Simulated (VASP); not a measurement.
Write the native input for VASP 6.6.1 that does the following.

* Task: single point
* Functional: PBE
* Potentials or basis: VASP PAW PBE potentials, release 64 (Sb)
* Cutoff: 520 eV
* k mesh: 14 × 10 × 10
* Occupations: gaussian, width 0.1 eV
* Spin: no spin polarisation
* Dipole correction: no
* Further INCAR settings: ALGO = Normal; EDIFF = 1e-06; NBANDS = 12

The structure of Sb lies in POSCAR:

```
Sb
1.0
    3.1104788375      0.0000000000     -0.0004032323
    0.0000000000      4.3964238707      0.0000000000
   -0.0100659853      0.0000000000      4.6588344531
Sb
2
Direct
    0.0001822398      0.7500000000      0.7499297071
    0.9998177602      0.2500000000      0.2500702929
```

This cell differs from its parent crystal: strain along c alone, the other axes held: +6.0 %, then relaxed in part.

These files were run (other wordings do the same):

INCAR

```
SYSTEM = Sb
PREC = Accurate
ENCUT = 520
EDIFF = 1E-6
ISMEAR = 0
SIGMA = 0.1
LREAL = .False.
LASPH = .True.
NELM = 60
ALGO = Normal
ISIF = 2
LWAVE = .False.
LCHARG = .False.
GGA = PE
NBANDS = 12
```

KPOINTS

```
Automatic mesh
0
Gamma
  14 10 10
  0 0 0
```

Potentials or basis: VASP PAW PBE potentials, release 64 (Sb).

Launch:

```console
$ cat potpaw_PBE.64/Sb/POTCAR > POTCAR
$ mpirun -np 1 vasp_std > vasp.out
```

Results of the run:

```
Pressure               : -2.8 GPa
Band gap on the k mesh : zero (band 5 reaches 10.83 eV, above the bottom of band 6 at 3.29 eV)
```

Caveat: the cell differs from its parent crystal (strain along c alone, the other axes held: +6.0 %, then relaxed in part); spin-orbit coupling is left out, which moves the levels of the heavy elements.

Wall time 2.7 min on 1 thread of AMD EPYC 7R13 Processor (Zen 3) (shared host), peak memory 0.37 GiB.
